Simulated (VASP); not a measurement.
Set up this calculation in VASP 6.6.1, as the native input.

| Item | Value |
| --- | --- |
| Task | single point |
| Functional | PBEsol |
| Potentials or basis | VASP PAW PBE potentials, release 64 (Zr_sv, S) |
| Cutoff | 520 eV |
| k mesh | 16 × 16 × 16 |
| Occupations | gaussian, width 0.15 eV |
| Spin | no spin polarisation |
| Dipole correction | no |
| Further INCAR settings | ALGO = Normal; EDIFF = 1e-07; NBANDS = 16 |

The structure of ZrS lies in POSCAR:

```
ZrS
1.0
    0.0000000000      2.5265625000      2.6250000000
    2.7234375000      0.0000000000      2.6250000000
    2.7234375000      2.5265625000      0.0000000000
Zr S
1 1
Direct
    0.0000000000      0.0000000000      0.0000000000
    0.5000000000      0.5000000000      0.5000000000
```

This cell differs from its parent crystal: strain +0.0375 x Voigt [1, -1, 0, 0, 0, 0].

These files were run (other wordings do the same):

INCAR

```
PREC     = Accurate       # precision mode
ENCUT    = 520            # plane-wave cutoff, eV
EDIFF    = 1E-7           # SCF threshold, eV
ISMEAR   = 0              # smearing method
SIGMA    = 0.15           # smearing width, eV
LREAL    = F              # projectors in reciprocal space
LASPH    = T              # aspherical terms in the spheres
NELM     = 100            # most SCF steps
ALGO     = Normal         # electronic algorithm
ISIF     = 2              # what is computed and relaxed
LWAVE    = F              # write WAVECAR
LCHARG   = F              # write CHGCAR
GGA      = PS             # functional
NBANDS   = 16             # bands
```

KPOINTS

```
regular mesh
0
Gamma
  16 16 16
```

Potentials or basis: VASP PAW PBE potentials, release 64 (Zr_sv, S).

The run is started by

```bash
$ cat potpaw_PBE.64/Zr_sv/POTCAR potpaw_PBE.64/S/POTCAR > POTCAR
$ mpirun -np 1 vasp_std > vasp.out
```

It gave:

- Pressure: -4.6 GPa
- Band gap on the k mesh: zero (bands 9 and 10 overlap by 2.79 eV)

Caveat: the cell differs from its parent crystal (strain +0.0375 x Voigt [1, -1, 0, 0, 0, 0]); the cell stands under tension; the PAW data sets were made with another functional, which shifts forces and pressure a little.

It took 8.7 min on 1 thread of Intel Xeon 8259CL, with other jobs on the host, peak memory 0.45 GiB.
